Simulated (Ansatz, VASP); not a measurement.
Ge: VASP beside Ansatz

Contents of INCAR:

```
SYSTEM = Ge
PREC     = Accurate       ! precision mode
ENCUT    = 520            ! plane-wave cutoff, eV
EDIFF    = 1E-6           ! SCF threshold, eV
ISMEAR   = 0              ! smearing method
SIGMA    = 0.15           ! smearing width, eV
LREAL    = .FALSE.        ! projectors in reciprocal space
LASPH    = .TRUE.         ! aspherical terms in the spheres
NELM     = 80             ! most SCF steps
ALGO     = Normal         ! electronic algorithm
ISIF     = 2              ! what is computed and relaxed
LWAVE    = .FALSE.        ! write WAVECAR
LCHARG   = .FALSE.        ! write CHGCAR
GGA      = CA             ! functional
NBANDS   = 21             ! bands
```

The input KPOINTS:

```
Automatic mesh
0
G
  14 14 14
  0 0 0
```

POSCAR

```
Ge
1.0
    0.0000000000      2.7779676512      2.8762020514
    2.7779676512      0.0000000000      2.8762020514
    2.7779676512      2.7779676512      0.0000000000
Ge
2
Direct
    0.5145870489      0.4854129511      0.4854129511
    0.7354129511      0.7645870489      0.7645870489
```

Input for Ansatz:

```yaml
crystal:
  lattice:
    - [0.0, 2.7779676512, 2.8762020514]
    - [2.7779676512, 0.0, 2.8762020514]
    - [2.7779676512, 2.7779676512, 0.0]
  atoms:
    - { symbol: Ge, position: [0.5145870489, 0.4854129511, 0.4854129511] }
    - { symbol: Ge, position: [0.7354129511, 0.7645870489, 0.7645870489] }
basis:
  ecutwfc: 420
kpoints:
  mp_grid: { grid: [14, 14, 14] }
hamiltonian:
  xc: lda
  pseudopotentials: { kind: paw, azcp: { folder: soft_1 } }
scf:
  occupations: { method: gaussian, width: 0.15 }
output:
  forces: true
  stress: true
  eigenvalues: true
```

Change from the starting cell: mode 4 frozen in at -0.082 Å, strain +e along z and -e/2 along x and y +0.0233.

Alike in both runs: task single point; functional LDA; k mesh 14 × 14 × 14; occupations gaussian, width 0.15 eV; no spin polarisation.

|  | VASP | Ansatz |
| --- | --- | --- |
| version | VASP 6.6.1 | Ansatz 0.2.0 |
| potentials or method | VASP PAW LDA potentials, release 64 (Ge_d), cutoff 520 eV | scalar-relativistic, plane waves, PAW |
| valence electrons in the cell | 28 | 28 |

|  | VASP | Ansatz | Ansatz less VASP |
| --- | --- | --- | --- |
| gap on the k mesh at the Fermi level (eV) | none | none | - |
| pressure (GPa) | 1.1 | 0.9 | -0.17 |
| traceless stress, the component that is largest in VASP (GPa) | -5.40 | -5.33 | +0.067 |
| rms of the force components (eV/Å) | 1.014 | 1.007 | -0.0070 |

Ansatz warns that its potentials were made for another functional, while VASP's fit it. LDA's correlation is that of Perdew and Zunger in VASP and of Perdew and Wang (1992) in Ansatz. Atom by atom the forces differ by 0.007 eV/Å (rms over components). A gap of «none» marks a metal or a gap that the smearing closes.
